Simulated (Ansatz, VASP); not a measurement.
## Zn in VASP and in Ansatz

INCAR

```
PREC = Accurate
ENCUT = 520
EDIFF = 1E-7
ISMEAR = 0
SIGMA = 0.018000000000000002
LREAL = False
LASPH = True
NELM = 60
ALGO = Normal
ISIF = 2
LWAVE = False
LCHARG = True
GGA = PE
LELF = True
LVHAR = True
NBANDS = 12
```

The input KPOINTS:

```
Automatic mesh
0
Gamma
  12 12 12
```

File POSCAR:

```
Zn
1.0
    0.0000000000      1.9647760000      1.9647760000
    1.9647760000      0.0000000000      1.9647760000
    1.9647760000      1.9647760000      0.0000000000
Zn
1
Direct
    0.0000000000      0.0000000000      0.0000000000
```

The input input.yaml:

```yaml
crystal:
  lattice:
    - [0.0, 1.964776, 1.964776]
    - [1.964776, 0.0, 1.964776]
    - [1.964776, 1.964776, 0.0]
  atoms:
    - { symbol: Zn, position: [0.0, 0.0, 0.0] }
hamiltonian:
  xc: pbe
  pseudopotentials: { kind: paw }
kpoints:
  mp_grid: { grid: [12, 12, 12] }
scf:
  occupations: { method: gaussian, width: 0.018 }
output:
  forces: true
  stress: true
  eigenvalues: true
```

Alike in both runs: task single point; functional PBE; k mesh 12 × 12 × 12; occupations gaussian, width 0.018 eV; no spin polarisation.

|  | VASP | Ansatz |
| --- | --- | --- |
| version | VASP 6.6.1 | Ansatz 0.2.0 |
| potentials or method | VASP PAW PBE potentials, release 64 (Zn) | Ansatz PAW |
| plane-wave cutoff (eV) | 520 | 420 |
| valence electrons in the cell | 12 | 12 |

Ansatz gave:

```
gap on the k mesh at the Fermi level (eV) : none
pressure (GPa)                            : -0.1
```

Question: What did VASP give for the same quantities?

Answer: gap on the k mesh at the Fermi level (eV): none; pressure (GPa): 0.2.

A gap of «none» marks a metal or a gap that the smearing closes. The functional is the same, so the differences come from potentials, cutoffs and numerics.
